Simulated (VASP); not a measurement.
A run of VASP 6.6.1:

INCAR

```
SYSTEM = Ba
PREC = Accurate
ENCUT = 520
EDIFF = 1E-6
ISMEAR = -1
SIGMA = 0.08
LREAL = .FALSE.
LASPH = .TRUE.
NELM = 60
ALGO = Normal
ISIF = 2
LWAVE = .FALSE.
LCHARG = .TRUE.
GGA = PS
LELF = .TRUE.
LVHAR = .TRUE.
NBANDS = 11
```

Contents of KPOINTS:

```
regular mesh
0
G
  11 11 11
  0 0 0
```

Contents of POSCAR:

```
Ba
1.0
   -2.2638975219      2.2638975219      2.2638975219
    2.2638975219     -2.2638975219      2.2638975219
    2.2638975219      2.2638975219     -2.2638975219
Ba
1
Direct
    0.0000000000      0.0000000000      0.0000000000
```

Potentials or basis: VASP PAW PBE potentials, release 64 (Ba_sv).

The run is started by

```sh
$ cat potpaw_PBE.64/Ba_sv/POTCAR > POTCAR
$ mpirun -np 1 vasp_std > vasp.out
```

Hardware: 1 thread of Intel(R) Xeon(R) 6975P-C (Granite Rapids) (shared host).

Problem. Estimate the wall time of this run.

Solution. Wall time 12 s on 1 thread of Intel(R) Xeon(R) 6975P-C (Granite Rapids), on a shared host, peak memory 0.18 GiB. Counts: scf iterations 11, k points 56.
